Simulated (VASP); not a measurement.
# Si (Fm-3m) in VASP: a series of runs

The runs below take Si through single point, with PBEsol.

All numbers are computed with VASP 6.6.1; they aren't measurements. Logs are shortened: lines on timing, memory, paths and dates and some standing lists are left out, and cuts for length are marked.

## (1) The cell of the first run

The structure is cubic, space group Fm-3m (No. 225). Conventional cell: a = 3.516 Å, b = 3.516 Å, c = 3.516 Å, α = 90.00°, β = 90.00°, γ = 90.00°. Si (site symmetry m-3m) has 12 Si at 2.49 Å within 3.3 Å.

This isn't the form of Si at room conditions, which is diamond.

## (2) Single point, PBEsol (strain -0.080 along x and y, -0.080 along z)

INCAR

```
PREC     = Accurate       # precision mode
ENCUT    = 520            # plane-wave cutoff, eV
EDIFF    = 1E-6           # SCF threshold, eV
ISMEAR   = 0              # smearing method
SIGMA    = 0.15           # smearing width, eV
LREAL    = False          # projectors in reciprocal space
LASPH    = True           # aspherical terms in the spheres
NELM     = 60             # most SCF steps
ALGO     = Normal         # electronic algorithm
ISIF     = 2              # what is computed and relaxed
LWAVE    = False          # write WAVECAR
LCHARG   = False          # write CHGCAR
GGA      = PS             # functional
NBANDS   = 8              # bands
```

KPOINTS

```
regular mesh
0
Gamma
  22 22 22
```

POSCAR

```
Si
1.0
    0.0000000000      1.7579640976      1.7579640976
    1.7579640976      0.0000000000      1.7579640976
    1.7579640976      1.7579640976      0.0000000000
Si
1
Direct
    0.0000000000      0.0000000000      0.0000000000
```

Potentials or basis: VASP PAW PBE potentials, release 64 (Si).

The run is started by

```bash
cat potpaw_PBE.64/Si/POTCAR > POTCAR
mpirun -np 1 vasp_std > vasp.out
```

OUTCAR:

```text
PREC = Accurate
   ENCUT = 520
   EDIFF = 1E-6
   ISMEAR = 0
   LREAL = False
   LASPH = True
   NELM = 60
   ISIF = 2
   GGA = PS

 ion  position               nearest neighbor table
   1  0.000  0.000  0.000-

  LATTYP: Found a face centered cubic cell.
 ALAT       =     3.5159281952

  Lattice vectors:

 A1 = (   0.0000000000,   1.7579640976,   1.7579640976)
 A2 = (   1.7579640976,   0.0000000000,   1.7579640976)
 A3 = (   1.7579640976,   1.7579640976,   0.0000000000)

Analysis of symmetry for initial positions (statically):
=====================================================================
 Subroutine PRICEL returns:
 Original cell was already a primitive cell.

 Routine SETGRP: Setting up the symmetry group for a
 face centered cubic supercell.

 Subroutine GETGRP returns: Found 48 space group operations
 (whereof 48 operations were pure point group operations)
 out of a pool of 48 trial point group operations.

The static configuration has the point symmetry O_h .

Analysis of symmetry for dynamics (positions and initial velocities):
=====================================================================
 Subroutine PRICEL returns:
 Original cell was already a primitive cell.

 Routine SETGRP: Setting up the symmetry group for a
 face centered cubic supercell.

 Subroutine GETGRP returns: Found 48 space group operations
 (whereof 48 operations were pure point group operations)
 out of a pool of 48 trial point group operations.

The dynamic configuration has the point symmetry O_h .

 Subroutine INISYM returns: Found 48 space group operations
 (whereof 48 operations are pure point group operations),
 and found     1 'primitive' translations

----------------------------------------------------------------------------------------

                                     Primitive cell

  volume of cell :      10.8658

  direct lattice vectors                    reciprocal lattice vectors
     0.000000000  1.757964098  1.757964098    -0.284419915  0.284419915  0.284419915
     1.757964098  0.000000000  1.757964098     0.284419915 -0.284419915  0.284419915
     1.757964098  1.757964098  0.000000000     0.284419915  0.284419915 -0.284419915

  length of vectors
     2.486136669  2.486136669  2.486136669     0.492629744  0.492629744  0.492629744

  position of ions in fractional coordinates (direct lattice)
     0.000000000  0.000000000  0.000000000

  ion indices of the primitive-cell ions
   primitive index   ion index
                 1           1

----------------------------------------------------------------------------------------

 KPOINTS: regular mesh

Automatic generation of k-mesh.
 Grid dimensions read from file:
 generate k-points for:   22   22   22

 Generating k-lattice:

  Cartesian coordinates                     Fractional coordinates (reciprocal lattice)
    -0.012928178  0.012928178  0.012928178     0.045454545  0.000000000  0.000000000
     0.012928178 -0.012928178  0.012928178     0.000000000  0.045454545  0.000000000
     0.012928178  0.012928178 -0.012928178     0.000000000  0.000000000  0.045454545

  Length of vectors
     0.022392261  0.022392261  0.022392261

  Shift w.r.t. Gamma in fractional coordinates (k-lattice)
     0.000000000  0.000000000  0.000000000

 Subroutine IBZKPT returns following result:
 ===========================================

 Found    328 irreducible k-points:

 Following reciprocal coordinates:
            Coordinates               Weight
  0.000000  0.000000  0.000000      1.000000
  0.045455  0.000000  0.000000      8.000000
  0.090909  0.000000  0.000000      8.000000
  0.136364  0.000000  0.000000      8.000000
  0.181818  0.000000  0.000000      8.000000
  0.227273  0.000000  0.000000      8.000000
[... 16 lines left out ...]
  0.500000  0.045455  0.000000     24.000000
 -0.454545  0.045455  0.000000     24.000000
 [... further k-points ...]
   k-points           NKPTS =    328   k-points in BZ     NKDIM =    328   number of bands    NBANDS=      8
   number of dos      NEDOS =    301   number of ions     NIONS =      1
   total plane-waves  NPLWV =   5832
   dimension x,y,z NGX =    18 NGY =   18 NGZ =   18
   dimension x,y,z NGXF=    36 NGYF=   36 NGZF=   36
   ions per type =               1
   NGX,Y,Z   is equivalent  to a cutoff of  12.04, 12.04, 12.04 a.u.
   NGXF,Y,Z  is equivalent  to a cutoff of  24.07, 24.07, 24.07 a.u.
 SYSTEM =  unknown system
   PREC   = accura    normal or accurate (medium, high low for compatibility)
   ISTART =      0    job   : 0-new  1-cont  2-samecut
   ICHARG =      2    charge: 1-file 2-atom 10-const
   ISPIN  =      1    spin polarized calculation?
   LNONCOLLINEAR =      F non collinear calculations
   LSORBIT =      F    spin-orbit coupling
   LASPH  =      T    aspherical Exc in radial PAW
   ENCUT  =  520.0 eV  38.22 Ry    6.18 a.u.   4.62  4.62  4.62*2*pi/ulx,y,z
   NELM   =     60;   NELMIN=  2; NELMDL= -5     # of ELM steps
   EDIFF  = 0.1E-05   stopping-criterion for ELM
   LREAL  =      F    real-space projection
   EDIFFG = 0.1E-04   stopping-criterion for IOM
   NSW    =      0    number of steps for IOM
   IBRION =     -1    ionic relax: 0-MD 1-quasi-New 2-CG
   NFREE  =      0    steps in history (QN), initial steepest desc. (CG)
   ISIF   =      2    stress and relaxation
   ISYM   =      2    0-nonsym 1-usesym 2-fastsym
   POTIM  = 0.5000    time-step for ionic-motion
   TEBEG  =    0.0;   TEEND  =   0.0 temperature during run
   PSTRESS=    0.0 pullay stress
   NELECT =       4.0000    total number of electrons
   NUPDOWN=      -1.0000    fix difference up-down
   EMIN   =  10.00;   EMAX   =-10.00  energy-range for DOS
   EFERMI =   0.00;   METHOD = LEGACY
   ISMEAR =     0;   SIGMA  =   0.15  broadening in eV -4-tet -1-fermi 0-gaus
   EFERMI_NEDOS =   21; number of points for ismear=-14 and -15
   IALGO  =     38    algorithm
   IMIX   =      4    mixing-type and parameters
     AMIX     =   0.40;   BMIX     =  1.00
     AMIX_MAG =   1.60;   BMIX_MAG =  1.00
  volume/ion in A,a.u.               =      10.87        73.33
  Fermi-wavevector in a.u.,A,eV,Ry     =   1.173298  2.217211 18.730149  1.376627
  Thomas-Fermi vector in A             =   2.309713
   LORBIT       =      0    0 simple, 1 ext, 2 COOP (PROOUT), +10 PAW based schemes
   GGA     = PS    functional components
   LHFCALC =     F    Hartree Fock is set to
   AEXX    =    0.0000 exact exchange contribution
   IVDW    =     0    specifies the selected vdW correction
   LEPSILON=     F    determine dielectric tensor
   LRPA    =     F    only Hartree local field effects (RPA)
 non-spin polarized calculation
 Gauss-broadening in eV      SIGMA  =   0.15
  energy-cutoff  :      520.00
  volume of cell :       10.87
 maximum number of plane-waves:       305
   NGX =  9   NGY =  9   NGZ =  9

 number of electron       4.0000000 magnetization

 Free energy of the ion-electron system (eV)
  ---------------------------------------------------
  ext. energy  EPLUGINS =         0.00000000
  ---------------------------------------------------
  free energy    TOTEN  =        -5.01777356 eV

  energy without entropy =       -5.01346721  energy(sigma->0) =       -5.01562038

 E-fermi :  14.4014     XC(G=0): -12.4344

 val. band max:       14.3880496781   @ k =   0.4545   0.3182   0.0455
 cond. band min:      14.4088166309   @ k =  -0.2273   0.1364   0.0455
 fundamental gap:      0.0207669528
 Fermi energy:        14.4013824467

 k-point     1 :       0.0000    0.0000    0.0000
  band No.  band energies     occupation
      1      -3.0157      2.00000
      2      27.4642      0.00000
      3      27.4642      0.00000
      4      27.4642      0.00000
      5      29.3962      0.00000
      6      29.3962      0.00000
      7      29.3962      0.00000
      8      33.5040      0.00000

 k-point     2 :       0.0455    0.0000    0.0000
  band No.  band energies     occupation
      1      -2.9429      2.00000
      2      26.0650      0.00000
      3      27.1844      0.00000
      4      27.1844      0.00000
      5      29.7839      0.00000
      6      29.7839      0.00000
      7      30.1063      0.00000
      8      34.1718      0.00000

 k-point     3 :       0.0909    0.0000    0.0000
  band No.  band energies     occupation
      1      -2.7247      2.00000
      2      23.8206      0.00000
      3      26.6632      0.00000
      4      26.6632      0.00000
      5      30.5222      0.00000
      6      30.6104      0.00000
      7      30.6104      0.00000
      8      34.7137      0.00000

 k-point     4 :       0.1364    0.0000    0.0000
  band No.  band energies     occupation
      1      -2.3615      2.00000
      2      21.4776      0.00000
      3      26.1586      0.00000
      4      26.1586      0.00000
      5      30.5468      0.00000
      6      31.4854      0.00000
      7      31.4854      0.00000
      8      33.7848      0.00000

 k-point     5 :       0.1818    0.0000    0.0000
  band No.  band energies     occupation
      1      -1.8543      2.00000
      2      19.1589      0.00000
      3      25.7388      0.00000
      4      25.7388      0.00000
      5      30.4489      0.00000
      6      31.5782      0.00000
      7      31.5782      0.00000
      8      33.7511      0.00000
[... 177 lines left out ...]
 k-point    22 :       0.4545    0.0455    0.0000
  band No.  band energies     occupation
      1       3.7185      2.00000
      2       7.8120      2.00000
      3      24.3354      0.00000
      4      25.0744      0.00000
      5      26.0650      0.00000
      6      27.9687      0.00000
      7      31.5731      0.00000
      8      32.9974      0.00000

 k-point    23 :       0.5000    0.0455    0.0000
  band No.  band energies     occupation
      1       5.1109      2.00000
      2       6.2087      2.00000
      3      24.5134      0.00000
      4      24.6870      0.00000
      5      26.4276      0.00000
      6      27.4212      0.00000
      7      31.8228      0.00000
      8      32.5462      0.00000

 k-point    24 :      -0.4545    0.0455    0.0000
  band No.  band energies     occupation
      1       4.6419      2.00000
      2       6.7198      2.00000
      3      24.0737      0.00000
      4      25.1578      0.00000
      5      26.9115      0.00000
      6      26.9938      0.00000
      7      31.6219      0.00000
      8      32.7794      0.00000

 [... further k-points ...]
[... 5 lines left out ...]
  --------------------------------------------------------------------------------------
  -------------------------------------------------------------------------------------
  Total        2.7751130      2.7751130      2.7751130     -0.0000000      0.0000000     -0.0000000
  in kB      409.1958827    409.1958827    409.1958827     -0.0000000      0.0000000     -0.0000000
  external PRESSURE =     409.1958827 kB  Pullay stress =       0.0000000 kB

 VOLUME and BASIS-vectors are now :
 -----------------------------------------------------------------------------
  energy-cutoff  :      520.00
  volume of cell :       10.87
      direct lattice vectors                 reciprocal lattice vectors
     0.000000000  1.757964098  1.757964098    -0.284419915  0.284419915  0.284419915
     1.757964098  0.000000000  1.757964098     0.284419915 -0.284419915  0.284419915
     1.757964098  1.757964098  0.000000000     0.284419915  0.284419915 -0.284419915

 POSITION                                       TOTAL-FORCE (eV/Angst)
 -----------------------------------------------------------------------------------
      0.00000      0.00000      0.00000         0.000000      0.000000      0.000000
 -----------------------------------------------------------------------------------
    total drift:                                0.000000      0.000000     -0.000000

  FREE ENERGIE OF THE ION-ELECTRON SYSTEM (eV)
  ---------------------------------------------------
  free  energy   TOTEN  =        -5.0177735556 eV

  energy  without entropy=       -5.0134672136  energy(sigma->0) =       -5.01562038
```

It took 28 s on 1 thread of Intel Xeon 8259CL, shared host; peak memory 0.13 GiB.

Results:

```
Free energy            : -5.0178 eV
Pressure               : 40.9 GPa
Band gap on the k mesh : zero (bands 2 and 3 overlap by 16.45 eV)
```

Caveat: the cell differs from its parent crystal (strain -0.080 along x and y, -0.080 along z); the cell stands under pressure; the PAW data sets were made with another functional, which shifts forces and pressure a little.

## (3) Single point, PBEsol (strain -0.040 along x and y, -0.040 along z)

INCAR

```
SYSTEM = Si
PREC     = Accurate       ! precision mode
ENCUT    = 520            ! plane-wave cutoff, eV
EDIFF    = 1E-7           ! SCF threshold, eV
ISMEAR   = 0              ! smearing method
SIGMA    = 0.15           ! smearing width, eV
LREAL    = .False.        ! projectors in reciprocal space
LASPH    = .True.         ! aspherical terms in the spheres
NELM     = 80             ! most SCF steps
ALGO     = Normal         ! electronic algorithm
ISIF     = 2              ! what is computed and relaxed
LWAVE    = .False.        ! write WAVECAR
LCHARG   = .False.        ! write CHGCAR
GGA      = PS             ! functional
NBANDS   = 8              ! bands
```

KPOINTS

```
Automatic mesh
0
Gamma
  22 22 22
  0 0 0
```

POSCAR

```
Si
1.0
    0.0000000000      1.8343973193      1.8343973193
    1.8343973193      0.0000000000      1.8343973193
    1.8343973193      1.8343973193      0.0000000000
Si
1
Direct
    0.0000000000      0.0000000000      0.0000000000
```

Potentials or basis: VASP PAW PBE potentials, release 64 (Si).

The run is started by

```bash
cat potpaw_PBE.64/Si/POTCAR > POTCAR
mpirun -np 1 vasp_std > vasp.out
```

It took 37 s on 1 thread of Intel Xeon 8259CL, shared host; peak memory 0.14 GiB.

It converged, with:

- Free energy: -5.2693 eV
- Pressure: 15.7 GPa
- Band gap on the k mesh: zero (bands 2 and 3 overlap by 16.04 eV)

Levels at points of the mesh, in eV from the Fermi level:
```csv
k point,band 1,band 2,band 3,band 4,band 5,band 6,band 7
"(0.00, 0.00, 0.00)",-16.04,12.53,12.53,12.53,13.15,13.15,13.15
"(0.50, 0.00, 0.00)",-8.13,-8.07,10.08,10.08,11.29,11.29,15.17
"(0.50, 0.50, 0.00)",-6.19,-4.69,3.66,3.66,4.06,7.89,26.91
```

Caveat: the cell differs from its parent crystal (strain -0.040 along x and y, -0.040 along z); the cell stands under pressure; the PAW data sets were made with another functional, which shifts forces and pressure a little.
